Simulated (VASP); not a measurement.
Wanted: the native input for a VASP 6.6.1 run.

```
Task                   : single point
Functional             : LDA
Potentials or basis    : VASP PAW LDA potentials, release 64 (Ru_pv)
Cutoff                 : 520 eV
k mesh                 : 18 × 18 × 10
Occupations            : gaussian, width 0.1 eV
Spin                   : no spin polarisation
Dipole correction      : no
Further INCAR settings : ALGO = Normal; EDIFF = 1e-06; NBANDS = 21
```

The structure of Ru lies in POSCAR:

```
Ru
1.0
    2.6740588025      0.0000000000      0.0000000000
   -1.3370294013      2.3158028542      0.0000000000
    0.0000000000      0.0000000000      4.2267610266
Ru
2
Direct
    0.3333333333      0.6666666667      0.2500000000
    0.6666666667      0.3333333333      0.7500000000
```

These files were run (other wordings do the same):

INCAR

```
PREC     = Accurate       # precision mode
ENCUT    = 520            # plane-wave cutoff, eV
EDIFF    = 1E-6           # SCF threshold, eV
ISMEAR   = 0              # smearing method
SIGMA    = 0.1            # smearing width, eV
LREAL    = False          # projectors in reciprocal space
LASPH    = True           # aspherical terms in the spheres
NELM     = 100            # most SCF steps
ALGO     = Normal         # electronic algorithm
ISIF     = 2              # what is computed and relaxed
LWAVE    = False          # write WAVECAR
LCHARG   = True           # write CHGCAR
GGA      = CA             # functional
LELF     = True           # ELF
LVHAR    = True         
NBANDS   = 21             # bands
```

KPOINTS

```
regular mesh
0
Gamma
  18 18 10
```

Potentials or basis: VASP PAW LDA potentials, release 64 (Ru_pv).

Command:

```console
$ cat potpaw_LDA.64/Ru_pv/POTCAR > POTCAR
$ mpirun -np 1 vasp_std > vasp.out
```

Results of the run:

```json
{"Pressure": "0.9 GPa", "Band gap on the k mesh": "zero (bands 14 and 15 overlap by 3.32 eV)"}
```

Run time: 64 s on 1 thread of Intel(R) Xeon(R) Platinum 8488C (Sapphire Rapids) (shared host), peak memory 0.2 GiB.
